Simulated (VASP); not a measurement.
LiMg3Cl6:

```
Li Mg Cl
1.0
     6.01804    0.00000    0.00000
    -3.00902    5.21178    0.00000
     0.00000    0.00000    5.54594
Li Mg Cl
1 3 6
Direct
  0.00000 0.00000 0.00000
  0.33333 0.66667 0.00000
  0.66667 0.33333 0.00000
  0.00000 0.00000 0.50000
  0.33340 0.00000 0.25000
  0.00000 0.33340 0.25000
  0.66660 0.66660 0.25000
  0.00000 0.66660 0.75000
  0.66660 0.00000 0.75000
  0.33340 0.33340 0.75000
```

* Program: VASP 6.6.1
* Task: relaxation of cell and atoms
* Functional: PBE
* Potentials or basis: VASP PAW PBE potentials, release 64 (Li_sv, Mg, Cl)
* Cutoff: 600 eV
* k mesh: 3 × 3 × 4
* Occupations: gaussian, width 0.1 eV
* Spin: no spin polarisation

At the start: pressure 13.7 GPa; volume 17.39 Å³/atom.

Q: Where does the relaxation end?

A: Over 13 steps the energy falls by 213.1 meV/atom and the volume is 24.02 Å³/atom (+38.1 %); space group P-31m (No. 162, to 0.05 Å).

The path:
| step | energy change (eV) | largest force (eV/Å) | pressure (GPa) | volume (Å³) |
| --- | --- | --- | --- | --- |
| 1 | 0.0000 | 0.1662 | 13.72 | 173.95 |
| 2 | -1.6588 | 0.4562 | 1.04 | 214.18 |
| 3 | -1.6780 | 0.5032 | -0.17 | 220.79 |
| 4 | -1.6783 | 0.4970 | 0.00 | 219.78 |
| 5 | -1.7536 | 0.4437 | 0.02 | 220.73 |
| 6 | -1.9318 | 0.2842 | 0.18 | 223.56 |
| 7 | -2.0505 | 0.2267 | 1.13 | 229.10 |
| 8 | -2.1013 | 0.1603 | -0.02 | 239.14 |
| 9 | -2.1032 | 0.1438 | -0.33 | 242.23 |
| 10 | -2.1226 | 0.1007 | -0.11 | 240.70 |
| 11 | -2.1295 | 0.0534 | 0.14 | 238.99 |
| 12 | -2.1295 | 0.0554 | 0.12 | 239.08 |
| 13 | -2.1311 | 0.0257 | -0.09 | 240.19 |

Final structure:
```yaml
crystal:
  lattice:
    - [6.37927, 0.00000, 0.00000]
    - [-3.18963, 5.52461, 0.00000]
    - [0.00000, 0.00000, 6.81514]
  atoms:
    - { symbol: Li, position: [0.00000, 0.00000, 0.00000] }
    - { symbol: Mg, position: [0.33333, 0.66667, 0.00000] }
    - { symbol: Mg, position: [0.66667, 0.33333, 0.00000] }
    - { symbol: Mg, position: [0.00000, 0.00000, 0.50000] }
    - { symbol: Cl, position: [0.33631, 0.00000, 0.20560] }
    - { symbol: Cl, position: [0.00000, 0.33631, 0.20560] }
    - { symbol: Cl, position: [0.66369, 0.66369, 0.20560] }
    - { symbol: Cl, position: [0.00000, 0.66369, 0.79440] }
    - { symbol: Cl, position: [0.66369, 0.00000, 0.79440] }
    - { symbol: Cl, position: [0.33631, 0.33631, 0.79440] }
```

Caveat: the k points lie up to 0.38 Å⁻¹ apart in the final cell; the cutoff is under 1.25 times the usual one of these potentials, so pressure, stress and relaxed cells hold a basis-set (Pulay) error; the volume moved by over 15 % at a fixed basis, so the end points are rough; an odd number of electrons without spin polarisation forces a metal; a magnetic or distorted state may lie lower.
